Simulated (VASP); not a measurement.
CdS:

```
Cd S
1.0
    -0.19566    2.68954    2.68954
     2.68954   -0.19566    2.68954
     2.68954    2.68954   -0.19566
Cd S
1 1
Direct
  0.00000 0.00000 0.00000
  0.50000 0.50000 0.50000
```

This cell differs from its parent crystal: epitaxial 111 strain +5.8%.

Base run:

```yaml
Program: VASP 6.6.1
Functional: r2SCAN
Potentials_or_basis: VASP PAW PBE potentials, release 64 (Cd, S)
Cutoff: 520 eV
k_mesh: 8 × 8 × 8
Occupations: fermi-dirac, width 0.02 eV
Spin: no spin polarisation
```

Its results: band gap on the k mesh 0.51 eV (least direct gap 1.30 eV); pressure -4.2 GPa.

Q: The run is repeated on the same cell with these changes: functional from r2SCAN to PBE. What comes out?

A: Band gap on the k mesh 0.05 eV (least direct gap 0.73 eV); pressure -2.4 GPa.

Caveats: the cell stands under tension (at least some runs); the PAW data sets were made with another functional, which shifts forces and pressure a little (at least some runs).

A k mesh can miss the band edges.
